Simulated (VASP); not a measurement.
Write the native input for VASP 6.6.1 that does the following.

- Task: relaxation of cell and atoms
- Functional: PBE
- Potentials or basis: VASP PAW PBE potentials, release 64 (In_d, Si, B)
- Cutoff: 600 eV
- k mesh: 6 × 6 × 2
- Occupations: gaussian, width 0.1 eV
- Spin: no spin polarisation
- Dipole correction: no
- Further INCAR settings: ALGO = Normal; EDIFF = 1e-06; IBRION = 2; EDIFFG = -0.04; NSW = 90; ISIF = 3

The structure of InSi2B3 lies in POSCAR:

```
InSi2B3
1.0
    3.7440171700      0.0000000000      0.0000000000
   -1.8720085800      3.2424139800      0.0000000000
    0.0000000000      0.0000000000      7.5569471300
In Si B
1 2 3
Direct
    0.0000000000      0.0000000000      0.0000000000
    0.6666666700      0.3333333300      0.2494100000
    0.6666666700      0.3333333300      0.7505900000
    0.0000000000      0.0000000000      0.5000000000
    0.3333333300      0.6666666700      0.0000000000
    0.3333333300      0.6666666700      0.5000000000
```

The cell was built from a structure type or drawn by symmetry, and may not be a known phase.

The input as run:

INCAR

```
SYSTEM = InSi2B3
ALGO = Normal
EDIFF = 1E-6
EDIFFG = -0.04
ENCUT = 600
GGA = PE
IBRION = 2
ISIF = 3
ISMEAR = 0
LASPH = .True.
LCHARG = .False.
LREAL = .False.
LWAVE = .False.
NELM = 100
NSW = 90
PREC = Accurate
SIGMA = 0.1
```

KPOINTS

```
k-points
0
Gamma
  6 6 2
  0 0 0
```

Potentials or basis: VASP PAW PBE potentials, release 64 (In_d, Si, B).

Command:

```console
$ cat potpaw_PBE.64/In_d/POTCAR potpaw_PBE.64/Si/POTCAR potpaw_PBE.64/B/POTCAR > POTCAR
$ mpirun -np 1 vasp_std > vasp.out
```

It gave:

```
Relaxed volume                        : 14.15 Å³/atom
Relaxed cell                          : a = 3.595 Å, b = 3.595 Å, c = 7.587 Å, α = 90.00°, β = 90.00°, γ = 120.00°
Space group after relaxing (to 0.1 Å) : P-6m2 (No. 187)
Energy gained by relaxing             : 164.5 meV/atom
Ionic steps                           : 8
Pressure after relaxing               : -0.1 GPa
Largest force after relaxing          : 0.035 eV/Å
Band gap on the k mesh                : zero (bands 15 and 16 overlap by 2.98 eV)
```

Caveat: the k points lie up to 0.41 Å⁻¹ apart in the final cell, too coarse for converged energies and pressures of a metal; spin-orbit coupling is left out, which moves the levels of the heavy elements.

Wall time 110 s on 1 thread of AMD EPYC 9R45 96-Core Processor (Zen 5), on a shared host, peak memory 0.21 GiB.
